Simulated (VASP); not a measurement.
A run of VASP 6.6.1 is set up as follows.

Contents of INCAR:

```
PREC = Accurate ; ENCUT = 520
EDIFF = 1E-6 ; ISMEAR = -1
SIGMA = 0.05 ; LREAL = F
LASPH = T ; NELM = 150
ALGO = Normal ; ISIF = 2
LWAVE = F ; LCHARG = F
ISPIN = 2 ; MAGMOM = 1 1 1 0
LORBIT = 11 ; LMAXMIX = 4
GGA = PS ; NBANDS = 29
```

Contents of KPOINTS:

```
Automatic mesh
0
Gamma
  12 12 12
```

POSCAR

```
SiNi3
1.0
    1.3013659950      0.7513440075      7.7127324610
   -1.3013659950      0.7513440075      7.7127324610
    0.0000000000     -1.5026880150      7.7127324610
Ni Si
3 1
Direct
    0.2547330000      0.2547330000      0.2547330000
    0.5000000000      0.5000000000      0.5000000000
    0.7452670000      0.7452670000      0.7452670000
    0.0000000000      0.0000000000      0.0000000000
```

Potentials or basis: VASP PAW PBE potentials, release 64 (Ni, Si).

Command:

```sh
$ cat potpaw_PBE.64/Ni/POTCAR potpaw_PBE.64/Si/POTCAR > POTCAR
$ mpirun -np 1 vasp_std > vasp.out
```

Question: Predict the pressure.

Answer: -9.3 GPa.

Question: Estimate the net moment.

Answer: 0.48 μB per cell.

Question: Predict the largest force.

Answer: 0.086 eV/Å.

Question: Estimate the site moments.

Answer: Ni +0.07, +0.36 (each value once); Si -0.00 μB.

Stress tensor (GPa, compression positive):
```
 -8.68   0.00   0.00
  0.00  -8.68   0.00
  0.00   0.00 -10.57
```

Caveat: the cell stands under tension; the PAW data sets were made with another functional, which shifts forces and pressure a little.
